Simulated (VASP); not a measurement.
# O (P4/mmm) in VASP: further runs

Runs on O. Level: PBEsol. Tasks: single point.

All numbers are computed with VASP 6.6.1; they aren't measurements. Logs are shortened: lines on timing, memory, paths and dates and some standing lists are left out, and cuts for length are marked.

## Step 1: The cell of the first run

The structure is tetragonal, space group P4/mmm (No. 123). The conventional cell has a = 1.739 Å, b = 1.739 Å, c = 2.991 Å, α = 90.00°, β = 90.00°, γ = 90.00°. O (site symmetry 4/mmm) has 4 O at 1.74 Å within 2.3 Å.

## Step 2: Single point, PBEsol

INCAR

```
PREC = Accurate
ENCUT = 520
EDIFF = 1E-6
ISMEAR = -1
SIGMA = 0.1
LREAL = False
LASPH = True
NELM = 100
ALGO = Normal
ISIF = 2
LWAVE = False
LCHARG = False
GGA = PS
NBANDS = 9
```

KPOINTS

```
regular mesh
0
Gamma
  16 16 9
```

POSCAR

```
O
1.0
    1.7393445331      0.0000000000      0.0000000000
    0.0000000000      1.7393445331      0.0000000000
    0.0000000000      0.0000000000      2.9907260549
O
1
Direct
    0.0000000000      0.0000000000      0.0000000000
```

Potentials or basis: VASP PAW PBE potentials, release 64 (O).

The run is started by

```bash
cat potpaw_PBE.64/O/POTCAR > POTCAR
mpirun -np 1 vasp_std > vasp.out
```

OUTCAR:

```text
PREC = Accurate
   ENCUT = 520
   EDIFF = 1E-6
   ISMEAR = -1
   LREAL = False
   LASPH = True
   NELM = 100
   ISIF = 2
   GGA = PS

 ion  position               nearest neighbor table
   1  0.000  0.000  0.000-

  LATTYP: Found a simple tetragonal cell.
 ALAT       =     1.7393445331
 C/A-ratio  =     1.7194558053

  Lattice vectors:

 A1 = (   1.7393445331,   0.0000000000,   0.0000000000)
 A2 = (   0.0000000000,   1.7393445331,   0.0000000000)
 A3 = (   0.0000000000,   0.0000000000,   2.9907260549)

Analysis of symmetry for initial positions (statically):
=====================================================================
 Subroutine PRICEL returns:
 Original cell was already a primitive cell.

 Routine SETGRP: Setting up the symmetry group for a
 simple tetragonal supercell.

 Subroutine GETGRP returns: Found 16 space group operations
 (whereof 16 operations were pure point group operations)
 out of a pool of 16 trial point group operations.

The static configuration has the point symmetry D_4h.

Analysis of symmetry for dynamics (positions and initial velocities):
=====================================================================
 Subroutine PRICEL returns:
 Original cell was already a primitive cell.

 Routine SETGRP: Setting up the symmetry group for a
 simple tetragonal supercell.

 Subroutine GETGRP returns: Found 16 space group operations
 (whereof 16 operations were pure point group operations)
 out of a pool of 16 trial point group operations.

The dynamic configuration has the point symmetry D_4h.

 Subroutine INISYM returns: Found 16 space group operations
 (whereof 16 operations are pure point group operations),
 and found     1 'primitive' translations

----------------------------------------------------------------------------------------

                                     Primitive cell

  volume of cell :       9.0479

  direct lattice vectors                    reciprocal lattice vectors
     1.739344533  0.000000000  0.000000000     0.574929222  0.000000000  0.000000000
     0.000000000  1.739344533  0.000000000     0.000000000  0.574929222  0.000000000
     0.000000000  0.000000000  2.990726055     0.000000000  0.000000000  0.334366967

  length of vectors
     1.739344533  1.739344533  2.990726055     0.574929222  0.574929222  0.334366967

  position of ions in fractional coordinates (direct lattice)
     0.000000000  0.000000000  0.000000000

  ion indices of the primitive-cell ions
   primitive index   ion index
                 1           1

----------------------------------------------------------------------------------------

 KPOINTS: regular mesh

Automatic generation of k-mesh.
 Grid dimensions read from file:
 generate k-points for:   16   16    9

 Generating k-lattice:

  Cartesian coordinates                     Fractional coordinates (reciprocal lattice)
     0.035933076  0.000000000  0.000000000     0.062500000  0.000000000  0.000000000
     0.000000000  0.035933076  0.000000000     0.000000000  0.062500000  0.000000000
     0.000000000  0.000000000  0.037151885     0.000000000  0.000000000  0.111111111

  Length of vectors
     0.035933076  0.035933076  0.037151885

  Shift w.r.t. Gamma in fractional coordinates (k-lattice)
     0.000000000  0.000000000  0.000000000

 Subroutine IBZKPT returns following result:
 ===========================================

 Found    225 irreducible k-points:

 Following reciprocal coordinates:
            Coordinates               Weight
  0.000000  0.000000  0.000000      1.000000
  0.062500  0.000000  0.000000      4.000000
  0.125000  0.000000  0.000000      4.000000
  0.187500  0.000000  0.000000      4.000000
  0.250000  0.000000  0.000000      4.000000
  0.312500  0.000000  0.000000      4.000000
[... 16 lines left out ...]
  0.437500  0.125000  0.000000      8.000000
  0.500000  0.125000  0.000000      4.000000
 [... further k-points ...]
   k-points           NKPTS =    225   k-points in BZ     NKDIM =    225   number of bands    NBANDS=      9
   number of dos      NEDOS =    301   number of ions     NIONS =      1
   total plane-waves  NPLWV =   4704
   dimension x,y,z NGX =    14 NGY =   14 NGZ =   24
   dimension x,y,z NGXF=    28 NGYF=   28 NGZF=   48
   ions per type =               1
   NGX,Y,Z   is equivalent  to a cutoff of  13.38, 13.38, 13.34 a.u.
   NGXF,Y,Z  is equivalent  to a cutoff of  26.76, 26.76, 26.68 a.u.
 SYSTEM =  unknown system
   PREC   = accura    normal or accurate (medium, high low for compatibility)
   ISTART =      0    job   : 0-new  1-cont  2-samecut
   ICHARG =      2    charge: 1-file 2-atom 10-const
   ISPIN  =      1    spin polarized calculation?
   LNONCOLLINEAR =      F non collinear calculations
   LSORBIT =      F    spin-orbit coupling
   LASPH  =      T    aspherical Exc in radial PAW
   ENCUT  =  520.0 eV  38.22 Ry    6.18 a.u.   3.23  3.23  5.56*2*pi/ulx,y,z
   NELM   =    100;   NELMIN=  2; NELMDL= -5     # of ELM steps
   EDIFF  = 0.1E-05   stopping-criterion for ELM
   LREAL  =      F    real-space projection
   EDIFFG = 0.1E-04   stopping-criterion for IOM
   NSW    =      0    number of steps for IOM
   IBRION =     -1    ionic relax: 0-MD 1-quasi-New 2-CG
   NFREE  =      0    steps in history (QN), initial steepest desc. (CG)
   ISIF   =      2    stress and relaxation
   ISYM   =      2    0-nonsym 1-usesym 2-fastsym
   POTIM  = 0.5000    time-step for ionic-motion
   TEBEG  =    0.0;   TEEND  =   0.0 temperature during run
   PSTRESS=    0.0 pullay stress
   NELECT =       6.0000    total number of electrons
   NUPDOWN=      -1.0000    fix difference up-down
   EMIN   =  10.00;   EMAX   =-10.00  energy-range for DOS
   EFERMI =   0.00;   METHOD = LEGACY
   ISMEAR =    -1;   SIGMA  =   0.10  broadening in eV -4-tet -1-fermi 0-gaus
   EFERMI_NEDOS =   21; number of points for ismear=-14 and -15
   IALGO  =     38    algorithm
   IMIX   =      4    mixing-type and parameters
     AMIX     =   0.40;   BMIX     =  1.00
     AMIX_MAG =   1.60;   BMIX_MAG =  1.00
  volume/ion in A,a.u.               =       9.05        61.06
  Fermi-wavevector in a.u.,A,eV,Ry     =   1.427609  2.697790 27.729593  2.038068
  Thomas-Fermi vector in A             =   2.547760
   LORBIT       =      0    0 simple, 1 ext, 2 COOP (PROOUT), +10 PAW based schemes
   GGA     = PS    functional components
   LHFCALC =     F    Hartree Fock is set to
   AEXX    =    0.0000 exact exchange contribution
   IVDW    =     0    specifies the selected vdW correction
   LEPSILON=     F    determine dielectric tensor
   LRPA    =     F    only Hartree local field effects (RPA)
 non-spin polarized calculation
  energy-cutoff  :      520.00
  volume of cell :        9.05
 maximum number of plane-waves:       271
 NGX is ok and might be reduce to    14
   NGX =  7   NGY =  7   NGZ = 11

 number of electron       5.9999998 magnetization

 Free energy of the ion-electron system (eV)
  ---------------------------------------------------
  ext. energy  EPLUGINS =         0.00000000
  ---------------------------------------------------
  free energy    TOTEN  =        -3.71101020 eV

  energy without entropy =       -3.68703668  energy(sigma->0) =       -3.69902344

 E-fermi :   1.3109     XC(G=0): -10.9034

 val. band max:        1.3073519441   @ k =   0.5000   0.2500   0.0000
 cond. band min:       1.3192353359   @ k =   0.1875   0.1875   0.0000
 fundamental gap:      0.0118833918
 Fermi energy:         1.3108710232

 k-point     1 :       0.0000    0.0000    0.0000
  band No.  band energies     occupation
      1     -22.3364      2.00000
      2      -3.7256      2.00000
      3       5.3509      0.00000
      4       5.3509      0.00000
      5       9.5488      0.00000
      6      30.1747      0.00000
      7      32.2017      0.00000
      8      35.9552      0.00000
      9      54.8154      0.00000

 k-point     2 :       0.0625    0.0000    0.0000
  band No.  band energies     occupation
      1     -22.1950      2.00000
      2      -3.6115      2.00000
      3       4.7851      0.00000
      4       5.4085      0.00000
      5       9.7320      0.00000
      6      30.0493      0.00000
      7      32.3608      0.00000
      8      36.3085      0.00000
      9      52.0951      0.00000

 k-point     3 :       0.1250    0.0000    0.0000
  band No.  band energies     occupation
      1     -21.7756      2.00000
      2      -3.2774      2.00000
      3       3.2466      0.00000
      4       5.5710      0.00000
      5      10.2761      0.00000
      6      29.5996      0.00000
      7      32.7069      0.00000
      8      37.0691      0.00000
      9      48.4877      0.00000

 k-point     4 :       0.1875    0.0000    0.0000
  band No.  band energies     occupation
      1     -21.0872      2.00000
      2      -2.7496      2.00000
      3       1.0808      1.81793
      4       5.8196      0.00000
      5      11.1759      0.00000
      6      28.7401      0.00000
      7      32.9031      0.00000
      8      37.3525      0.00000
      9      45.8319      0.00000

 k-point     5 :       0.2500    0.0000    0.0000
  band No.  band energies     occupation
      1     -20.1486      2.00000
      2      -2.0765      2.00000
      3      -1.3794      2.00000
      4       6.1224      0.00000
      5      12.4291      0.00000
      6      27.4485      0.00000
      7      32.1236      0.00000
      8      37.0180      0.00000
      9      43.8218      0.00000

 k-point     6 :       0.3125    0.0000    0.0000
  band No.  band energies     occupation
      1     -19.0009      2.00000
      2      -3.8754      2.00000
      3      -1.3362      2.00000
      4       6.4356      0.00000
      5      14.0317      0.00000
      6      25.8894      0.00000
      7      29.7811      0.00000
      8      37.3871      0.00000
      9      42.7277      0.00000
[... 169 lines left out ...]
 k-point    21 :       0.3125    0.1250    0.0000
  band No.  band energies     occupation
      1     -18.4674      2.00000
      2      -3.4859      2.00000
      3      -0.9432      2.00000
      4       4.6712      0.00000
      5      14.7129      0.00000
      6      26.3787      0.00000
      7      29.8471      0.00000
      8      36.6379      0.00000
      9      41.4429      0.00000

 k-point    22 :       0.3750    0.1250    0.0000
  band No.  band energies     occupation
      1     -17.2130      2.00000
      2      -5.7537      2.00000
      3      -0.2697      2.00000
      4       5.0334      0.00000
      5      16.6286      0.00000
      6      25.0463      0.00000
      7      27.0909      0.00000
      8      36.2045      0.00000
      9      41.0191      0.00000

 k-point    23 :       0.4375    0.1250    0.0000
  band No.  band energies     occupation
      1     -16.0693      2.00000
      2      -7.5332      2.00000
      3       0.2201      1.99996
      4       5.2848      0.00000
      5      18.8556      0.00000
      6      24.0610      0.00000
      7      24.2029      0.00000
      8      35.9360      0.00000
      9      40.9264      0.00000

 k-point    24 :       0.5000    0.1250    0.0000
  band No.  band energies     occupation
      1     -15.5485      2.00000
      2      -8.2699      2.00000
      3       0.4010      1.99978
      4       5.3755      0.00000
      5      21.0575      0.00000
      6      21.7616      0.00000
      7      23.6988      0.00000
      8      35.8377      0.00000
      9      40.9245      0.00000

 [... further k-points ...]

------------------------ aborting loop because EDIFF is reached ----------------------------------------

  FORCE on cell =-STRESS in cart. coord.  units (eV):
  Direction    XX          YY          ZZ          XY          YZ          ZX
  --------------------------------------------------------------------------------------
  -------------------------------------------------------------------------------------
  Total        0.7593002      0.7593002      0.1152914      0.0000000     -0.0000000      0.0000000
  in kB      134.4547726    134.4547726     20.4154857      0.0000000     -0.0000000      0.0000000
  external PRESSURE =      96.4416769 kB  Pullay stress =       0.0000000 kB

 VOLUME and BASIS-vectors are now :
 -----------------------------------------------------------------------------
  energy-cutoff  :      520.00
  volume of cell :        9.05
      direct lattice vectors                 reciprocal lattice vectors
     1.739344533  0.000000000  0.000000000     0.574929222  0.000000000  0.000000000
     0.000000000  1.739344533  0.000000000     0.000000000  0.574929222  0.000000000
     0.000000000  0.000000000  2.990726055     0.000000000  0.000000000  0.334366967

 POSITION                                       TOTAL-FORCE (eV/Angst)
 -----------------------------------------------------------------------------------
      0.00000      0.00000      0.00000         0.000000      0.000000      0.000000
 -----------------------------------------------------------------------------------
    total drift:                                0.000000      0.000000      0.000000

  FREE ENERGIE OF THE ION-ELECTRON SYSTEM (eV)
  ---------------------------------------------------
  free  energy   TOTEN  =        -3.7110102011 eV

  energy  without entropy=       -3.6870366776  energy(sigma->0) =       -3.69902344
```

Run time: 7.5 s. Hardware: 1 thread of AMD EPYC 9R14 (Zen 4), shared host; peak memory 0.09 GiB.

Results:

| Item | Value |
| --- | --- |
| Free energy | -3.7110 eV |
| Pressure | 9.6 GPa |
| Band gap on the k mesh | zero (band 3 reaches 5.37 eV, above the bottom of band 4 at -0.23 eV) |

Caveat: the PAW data sets were made with another functional, which shifts forces and pressure a little.

## Step 3: Single point, PBEsol

This run uses another cell than the first one, of 9.24 Å³/atom, 1.021 times its volume.

INCAR

```
SYSTEM = O
ALGO     = Normal         ! electronic algorithm
EDIFF    = 1E-6           ! SCF threshold, eV
ENCUT    = 520            ! plane-wave cutoff, eV
GGA      = PS             ! functional
ISIF     = 2              ! what is computed and relaxed
ISMEAR   = -1             ! smearing method
LASPH    = .TRUE.         ! aspherical terms in the spheres
LCHARG   = .FALSE.        ! write CHGCAR
LREAL    = .FALSE.        ! projectors in reciprocal space
LWAVE    = .FALSE.        ! write WAVECAR
NBANDS   = 9              ! bands
NELM     = 60             ! most SCF steps
PREC     = Accurate       ! precision mode
SIGMA    = 0.1            ! smearing width, eV
```

KPOINTS

```
k-points
0
G
  16 16 9
  0 0 0
```

POSCAR

```
O
1.0
    1.7515938418      0.0000000000      0.0000000000
    0.0000000000      1.7515938418      0.0000000000
    0.0000000000      0.0000000000      3.0117882000
O
1
Direct
    0.0000000000      0.0000000000      0.0000000000
```

Potentials or basis: VASP PAW PBE potentials, release 64 (O).

The run is started by

```bash
cat potpaw_PBE.64/O/POTCAR > POTCAR
mpirun -np 1 vasp_std > vasp.out
```

OUTCAR:

```text
SYSTEM = O
   EDIFF = 1E-6
   ENCUT = 520
   GGA = PS
   ISIF = 2
   ISMEAR = -1
   LASPH = .TRUE.
   LREAL = .FALSE.
   NELM = 60
   PREC = Accurate

 ion  position               nearest neighbor table
   1  0.000  0.000  0.000-

  LATTYP: Found a simple tetragonal cell.
 ALAT       =     1.7515938418
 C/A-ratio  =     1.7194558054

  Lattice vectors:

 A1 = (   1.7515938418,   0.0000000000,   0.0000000000)
 A2 = (   0.0000000000,   1.7515938418,   0.0000000000)
 A3 = (   0.0000000000,   0.0000000000,   3.0117882000)

Analysis of symmetry for initial positions (statically):
=====================================================================
 Subroutine PRICEL returns:
 Original cell was already a primitive cell.

 Routine SETGRP: Setting up the symmetry group for a
 simple tetragonal supercell.

 Subroutine GETGRP returns: Found 16 space group operations
 (whereof 16 operations were pure point group operations)
 out of a pool of 16 trial point group operations.

The static configuration has the point symmetry D_4h.

[... 160 lines left out ...]
 val. band max:        1.0471017855   @ k =   0.3750   0.3125   0.0000
 cond. band min:       1.0658719501   @ k =   0.5000   0.2500   0.0000
 fundamental gap:      0.0187701647
 Fermi energy:         1.0529566119

 k-point     1 :       0.0000    0.0000    0.0000
  band No.  band energies     occupation
      1     -22.3220      2.00000
      2      -3.8311      2.00000
      3       4.9995      0.00000
      4       4.9995      0.00000
      5       9.3415      0.00000
      6      29.5756      0.00000
      7      31.5311      0.00000
      8      35.4592      0.00000
      9      53.9990      0.00000
[... 265 lines left out ...]
 k-point    24 :       0.5000    0.1250    0.0000
  band No.  band energies     occupation
      1     -15.7319      2.00000
      2      -8.2855      2.00000
      3       0.1837      1.99966
      4       5.0068      0.00000
      5      20.7008      0.00000
      6      21.3856      0.00000
      7      23.3660      0.00000
      8      35.2890      0.00000
      9      40.2195      0.00000

 [... further k-points ...]

------------------------ aborting loop because EDIFF is reached ----------------------------------------

  FORCE on cell =-STRESS in cart. coord.  units (eV):
  Direction    XX          YY          ZZ          XY          YZ          ZX
  --------------------------------------------------------------------------------------
  -------------------------------------------------------------------------------------
  Total        0.4737859      0.4737859      0.1009119      0.0000000      0.0000000      0.0000000
  in kB       82.1488505     82.1488505     17.4969250      0.0000000      0.0000000      0.0000000
  external PRESSURE =      60.5982087 kB  Pullay stress =       0.0000000 kB

 VOLUME and BASIS-vectors are now :
 -----------------------------------------------------------------------------
  energy-cutoff  :      520.00
  volume of cell :        9.24
      direct lattice vectors                 reciprocal lattice vectors
     1.751593842  0.000000000  0.000000000     0.570908607  0.000000000  0.000000000
     0.000000000  1.751593842  0.000000000     0.000000000  0.570908607  0.000000000
     0.000000000  0.000000000  3.011788200     0.000000000  0.000000000  0.332028660

 POSITION                                       TOTAL-FORCE (eV/Angst)
 -----------------------------------------------------------------------------------
      0.00000      0.00000      0.00000         0.000000      0.000000      0.000000
 -----------------------------------------------------------------------------------
    total drift:                                0.000000     -0.000000      0.000000

  FREE ENERGIE OF THE ION-ELECTRON SYSTEM (eV)
  ---------------------------------------------------
  free  energy   TOTEN  =        -3.7210217039 eV

  energy  without entropy=       -3.6965497316  energy(sigma->0) =       -3.70878572
```

OSZICAR:

```text
N       E                     dE             d eps       ncg     rms          rms(c)
DAV:   1     0.641502250046E+01    0.64150E+01   -0.34890E+03  4322   0.632E+02
DAV:   2    -0.375848720905E+01   -0.10174E+02   -0.98263E+01  4856   0.936E+01
DAV:   3    -0.383061851230E+01   -0.72131E-01   -0.71965E-01  4988   0.676E+00
DAV:   4    -0.383067513011E+01   -0.56618E-04   -0.56617E-04  4923   0.211E-01
DAV:   5    -0.383067518341E+01   -0.53297E-07   -0.53381E-07  4837   0.539E-03    0.338E+00
DAV:   6    -0.373887429970E+01    0.91801E-01   -0.33435E-02  4367   0.147E+00    0.157E+00
DAV:   7    -0.372044758249E+01    0.18427E-01   -0.21386E-02  4456   0.121E+00    0.121E-01
DAV:   8    -0.372098537594E+01   -0.53779E-03   -0.48800E-04  4283   0.203E-01    0.311E-02
DAV:   9    -0.372101980328E+01   -0.34427E-04   -0.19036E-05  4646   0.393E-02    0.842E-03
DAV:  10    -0.372102173325E+01   -0.19300E-05   -0.17684E-06  4515   0.120E-02    0.154E-03
DAV:  11    -0.372102170389E+01    0.29360E-07   -0.15977E-07  4017   0.329E-03
   1 F= -.37210217E+01 E0= -.37087857E+01  d E =-.244720E-01
```

Wall time 7.5 s (1 thread of AMD EPYC 9R14 (Zen 4), shared host); peak memory 0.09 GiB.

What came out:

| Item | Value |
| --- | --- |
| Free energy | -3.7210 eV |
| Pressure | 6.1 GPa |
| Band gap on the k mesh | zero (band 3 reaches 5.02 eV, above the bottom of band 4 at -0.41 eV) |

Stress tensor (GPa, compression positive):
```
8.21 0.00 0.00
0.00 8.21 0.00
0.00 0.00 1.75
```

Levels at points of the mesh, in eV from the Fermi level:
| k point | band 1 | band 2 | band 3 | band 4 | band 5 | band 6 | band 7 |
| --- | --- | --- | --- | --- | --- | --- | --- |
| (0.00, 0.00, 0.00) | -23.37 | -4.88 | 3.95 | 3.95 | 8.29 | 28.52 | 30.48 |
| (0.50, 0.00, 0.00) | -17.28 | -9.79 | -1.21 | 5.51 | 19.25 | 19.63 | 21.57 |
| (0.50, 0.50, 0.00) | -11.67 | -5.91 | -5.91 | 1.46 | 16.73 | 30.68 | 30.68 |

Caveat: the PAW data sets were made with another functional, which shifts forces and pressure a little.

[end of part 1 of 2]
